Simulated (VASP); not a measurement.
Input of a VASP 6.6.1 run:

The input INCAR:

```
SYSTEM = NaH
PREC = Accurate ; ENCUT = 520
EDIFF = 1E-7 ; ISMEAR = 0
SIGMA = 0.02 ; LREAL = .FALSE.
LASPH = .TRUE. ; NELM = 60
ALGO = Normal ; ISIF = 2
LWAVE = .FALSE. ; LCHARG = .FALSE.
GGA = PS ; NBANDS = 11
```

Contents of KPOINTS:

```
Automatic mesh
0
G
  10 10 10
  0 0 0
```

File POSCAR:

```
NaH
1.0
    2.9364771676      0.0000000000      0.0000000000
    0.0000000000      2.9364771676      0.0000000000
    0.0000000000      0.0000000000      2.9364771676
Na H
1 1
Direct
    0.0000000000      0.0000000000      0.0000000000
    0.5000000000      0.5000000000      0.5000000000
```

Potentials or basis: VASP PAW PBE potentials, release 64 (Na_pv, H).

Launch:

```bash
$ cat potpaw_PBE.64/Na_pv/POTCAR potpaw_PBE.64/H/POTCAR > POTCAR
$ mpirun -np 1 vasp_std > vasp.out
```

(1) What does it give for the band gap on the k mesh?

(2) What does it give for the pressure?

Results:

(1) 0.80 eV, indirect (least direct gap 4.36 eV).

(2) 0.0 GPa.

Caveat: the cell differs from its parent crystal (functional PBEsol, strained); the PAW data sets were made with another functional, which shifts forces and pressure a little.
